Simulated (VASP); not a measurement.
A run of VASP 6.6.1 is set up as follows.

The input INCAR:

```
ALGO     = Normal         # electronic algorithm
EDIFF    = 1E-6           # SCF threshold, eV
ENCUT    = 520            # plane-wave cutoff, eV
GGA      = PE             # functional
ISIF     = 2              # what is computed and relaxed
ISMEAR   = -1             # smearing method
ISPIN    = 2              # spin polarisation
LASPH    = T              # aspherical terms in the spheres
LCHARG   = T              # write CHGCAR
LELF     = T              # ELF
LORBIT   = 11             # projections on sites
LREAL    = Auto         
LVHAR    = T            
LWAVE    = F              # write WAVECAR
MAGMOM   = 0 0 0 0 0 0 0 0 0 0 0 0 0 0 0 0 0 0 1 # initial moments
NBANDS   = 56             # bands
NELM     = 150            # most SCF steps
PREC     = Accurate       # precision mode
SIGMA    = 0.05           # smearing width, eV
```

KPOINTS

```
k-points
0
Gamma
  2 2 1
```

Contents of POSCAR:

```
HC18
1.0
    7.3980000000      0.0000000000      0.0000000000
   -3.6990000000      6.4068560000      0.0000000000
    0.0000000000      0.0000000000     12.0000000000
C H
18 1
Direct
   -0.0026763985     -0.0037094325      0.0739480397
    0.2192527348      0.1076627715      0.0786770380
   -0.0026722291      0.3287641934      0.0739613804
    0.2192429755      0.4393251051      0.0786790999
   -0.0021942326      0.6627591317      0.0811647649
    0.2198389661      0.7737815293      0.0809280725
    0.3308607020     -0.0041737124      0.0811677442
    0.5543055766      0.1076642719      0.0786968667
    0.3261857213      0.3269538422      0.0842718822
    0.5531704066      0.4404533289      0.1133967530
    0.3308501306      0.6627573668      0.0811654742
    0.5543124254      0.7743871542      0.0786872577
    0.6648596625     -0.0037088446      0.0739594279
    0.8865066558      0.1071181734      0.0729542189
    0.6666611811      0.3269565096      0.0842995897
    0.8859731604      0.4393243632      0.0786922628
    0.6666770626      0.6674575649      0.0842753519
    0.8859681221      0.7743854263      0.0786799429
    0.5531874766      0.4405474573      0.2073942326
```

Potentials or basis: VASP PAW PBE potentials, release 64 (C, H).

Launch:

```bash
$ cat potpaw_PBE.64/C/POTCAR potpaw_PBE.64/H/POTCAR > POTCAR
$ mpirun -np 1 vasp_std > vasp.out
```

Problem. Estimate the largest force.

Solution. 0.029 eV/Å.

Problem. Estimate the band gap on the k mesh.

Solution. 0.26 eV.

Problem. Predict the net moment.

Solution. 1.03 μB per cell.

Problem. Estimate the site moments.

Solution. C +0.06, -0.06, +0.12, -0.04, +0.13, -0.02, -0.03 (each value once); H +0.05 μB.

Forces on the atoms (eV/Å):
```
C   -0.003  0.010 -0.006
C    0.004  0.002  0.001
C    0.010  0.007 -0.004
C   -0.002  0.004 -0.003
C    0.003  0.001  0.005
C   -0.001  0.001  0.001
C    0.000 -0.003  0.006
C   -0.004 -0.005  0.000
C    0.007  0.001 -0.008
C   -0.001  0.000  0.029
C    0.001 -0.006  0.007
C   -0.012 -0.003 -0.003
C   -0.006  0.002 -0.002
C   -0.003  0.003 -0.006
C   -0.014  0.005 -0.010
C    0.007  0.002  0.001
C    0.002 -0.013 -0.007
C    0.012 -0.005 -0.003
H   -0.001 -0.002  0.001
```

Caveat: the k points lie up to 0.49 Å⁻¹ apart; a moment this small can come from the mesh or the smearing; there is no dipole correction, which matters where the two faces differ.
